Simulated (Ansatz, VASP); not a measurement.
One calculation of Ga, two programs

```
Ga
1.0
     0.00000    2.11521    2.11521
     2.11521    0.00000    2.11521
     2.11521    2.11521    0.00000
Ga
1
Direct
  0.00000 0.00000 0.00000
```

Alike in both runs: functional PBE; k mesh 22 × 22 × 22; occupations gaussian, width 0.1 eV; no spin polarisation.

Ansatz relaxed the structure, and its values are those at the end. VASP's run is a single point on that final structure, the one shown.

|  | VASP | Ansatz |
| --- | --- | --- |
| version | VASP 6.6.1 | Ansatz 0.2.0 |
| potentials or method | VASP PAW PBE potentials, release 64 (Ga_d), cutoff 520 eV | scalar-relativistic, plane waves, PAW |
| valence electrons in the cell | 13 | 13 |

|  | VASP | Ansatz | Ansatz less VASP |
| --- | --- | --- | --- |
| gap on the k mesh at the Fermi level (eV) | none | none | - |
| pressure (GPa) | 0.1 | 0.0 | -0.08 |

A gap of «none» marks a metal or a gap that the smearing closes. With one functional, cell and mesh, what is left measures potentials, basis and numerics.
